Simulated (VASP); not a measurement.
Here is a VASP 6.6.1 calculation.

Contents of INCAR:

```
SYSTEM = Bi3B5
ALGO = Normal
EDIFF = 1E-6
ENCUT = 520
GGA = PE
ISIF = 2
ISMEAR = 0
LASPH = .TRUE.
LCHARG = .FALSE.
LREAL = .FALSE.
LWAVE = .FALSE.
NBANDS = 40
NELM = 100
PREC = Accurate
SIGMA = 0.1
```

KPOINTS

```
k-points
0
G
  8 8 8
  0 0 0
```

The input POSCAR:

```
Bi3B5
1.0
   -3.2200395877      3.2200395877      3.2200395877
    3.2200395877     -3.2200395877      3.2200395877
    3.2200395877      3.2200395877     -3.2200395877
B Bi
5 3
Direct
    0.0000000000      0.0000000000      0.0000000000
    0.0000000000      0.0000000000      0.5000000000
    0.0000000000      0.5000000000      0.0000000000
    0.5000000000      0.0000000000      0.0000000000
    0.5000000000      0.5000000000      0.5000000000
    0.0000000000      0.5000000000      0.5000000000
    0.5000000000      0.5000000000      0.0000000000
    0.5000000000      0.0000000000      0.5000000000
```

Potentials or basis: VASP PAW PBE potentials, release 64 (B, Bi_d).

Launch:

```sh
$ cat potpaw_PBE.64/B/POTCAR potpaw_PBE.64/Bi_d/POTCAR > POTCAR
$ mpirun -np 1 vasp_std > vasp.out
```

Q: Estimate the pressure.

A: 0.0 GPa.

Q: What does it give for the band gap on the k mesh?

A: Zero (band 30 reaches 9.63 eV, above the bottom of band 31 at 5.55 eV).

Caveat: spin-orbit coupling is left out, which moves the levels of the heavy elements.
